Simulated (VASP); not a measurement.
Crystal: Ti.

```
CELL_PARAMETERS angstrom
2.92294 0.00000 0.00000
-1.46147 2.53134 0.00000
0.00000 0.00000 9.54632
ATOMIC_POSITIONS crystal
Ti 0.00000 0.00000 0.00000
Ti 0.00000 0.00000 0.50000
Ti 0.33333 0.66667 0.25000
Ti 0.66667 0.33333 0.75000
```

* Program: VASP 6.6.1
* Task: relaxation of cell and atoms
* Functional: BLYP
* Potentials or basis: VASP PAW PBE potentials, release 64 (Ti_sv)
* Cutoff: 600 eV
* k mesh: 12 × 12 × 4
* Occupations: fermi-dirac, width 0.1 eV
* Spin: no spin polarisation

At the start: pressure 1.4 GPa; volume 17.66 Å³/atom.

Q: How do energy, volume and symmetry change on relaxing?

A: Over 5 steps the energy falls by 2.4 meV/atom and the volume is 17.90 Å³/atom (+1.4 %); space group P6_3/mmc (No. 194, to 0.1 Å) before and after.

The path:
```csv
step,energy change (eV),largest force (eV/Å),pressure (GPa),volume (Å³)
1,0.0000,0.0000,1.40,70.63
2,-0.0063,0.0000,-0.87,72.22
3,-0.0070,0.0000,-0.35,71.83
4,-0.0092,0.0000,-0.17,71.71
5,-0.0096,0.0000,-0.04,71.62
```

Final structure:
```xyz
4
Lattice="2.9569 0.0000 0.0000 -1.4784 2.5607 0.0000 0.0000 0.0000 9.4586" Properties=species:S:1:pos:R:3 pbc="T T T"
Ti   -1.4784    2.5607    0.0000
Ti   -1.4784    2.5607    4.7293
Ti    0.0000    1.7071    2.3646
Ti    1.4784    0.8536    7.0939
```

Caveat: the PAW data sets were made with another functional, which shifts forces and pressure a little.
